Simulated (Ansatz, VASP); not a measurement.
CdF2: VASP beside Ansatz

The input INCAR:

```
SYSTEM = CdF2
ALGO     = Normal         ! electronic algorithm
EDIFF    = 1E-6           ! SCF threshold, eV
ENCUT    = 700            ! plane-wave cutoff, eV
GGA      = PS             ! functional
GGA_COMPAT= .False.      
ISIF     = 2              ! what is computed and relaxed
ISMEAR   = 0              ! smearing method
LASPH    = .True.         ! aspherical terms in the spheres
LCHARG   = .False.        ! write CHGCAR
LREAL    = .False.        ! projectors in reciprocal space
LWAVE    = .False.        ! write WAVECAR
NBANDS   = 24             ! bands
NELM     = 120            ! most SCF steps
PREC     = Accurate       ! precision mode
SIGMA    = 0.05           ! smearing width, eV
```

The input KPOINTS:

```
k-points
0
Gamma
  8 8 8
  0 0 0
```

Contents of POSCAR:

```
CdF2
1.0
   -0.2843967415      2.5595706737      2.5595706737
    2.5595706737     -0.2843967415      2.5595706737
    2.5595706737      2.5595706737     -0.2843967415
Cd F
1 2
Direct
    0.0000000000      0.0000000000      0.0000000000
    0.2500000000      0.2500000000      0.2500000000
    0.7500000000      0.7500000000      0.7500000000
```

Input for Ansatz:

```yaml
crystal:
  lattice:
    - [-0.2843967415, 2.5595706737, 2.5595706737]
    - [2.5595706737, -0.2843967415, 2.5595706737]
    - [2.5595706737, 2.5595706737, -0.2843967415]
  atoms:
    - { symbol: Cd, position: [0.0, 0.0, 0.0] }
    - { symbol: F, position: [0.25, 0.25, 0.25] }
    - { symbol: F, position: [0.75, 0.75, 0.75] }
basis:
  ecutwfc: 420
kpoints:
  mp_grid: { grid: [8, 8, 8] }
hamiltonian:
  xc: pbesol
scf:
  occupations: { method: gaussian, width: 0.05 }
output:
  forces: true
  stress: true
  eigenvalues: true
```

Alike in both runs: task single point; functional PBEsol; k mesh 8 × 8 × 8; occupations gaussian, width 0.05 eV; no spin polarisation.

|  | VASP | Ansatz |
| --- | --- | --- |
| version | VASP 6.6.1 | Ansatz 0.2.0 |
| potentials or method | VASP PAW PBE potentials, release 64 (Cd_sv_GW, F), cutoff 700 eV | scalar-relativistic, plane waves, PAW |
| valence electrons in the cell | 34 | 34 |

VASP gave:

```
gap on the k mesh at the Fermi level (eV)                     : 2.99
least direct gap on the mesh (eV)                             : 3.22
pressure (GPa)                                                : 3.6
traceless stress, the component that is largest in VASP (GPa) : 4.92
rms of the force components (eV/Å)                            : 0.357
```

Q: Estimate Ansatz's values.

A: gap on the k mesh at the Fermi level (eV): 3.00; least direct gap on the mesh (eV): 3.23; pressure (GPa): 4.0; traceless stress, the component that is largest in VASP (GPa): 4.77; rms of the force components (eV/Å): 0.348.

VASP's potentials were made for PBE, not for PBEsol. Atom by atom the forces differ by 0.010 eV/Å (rms over components).
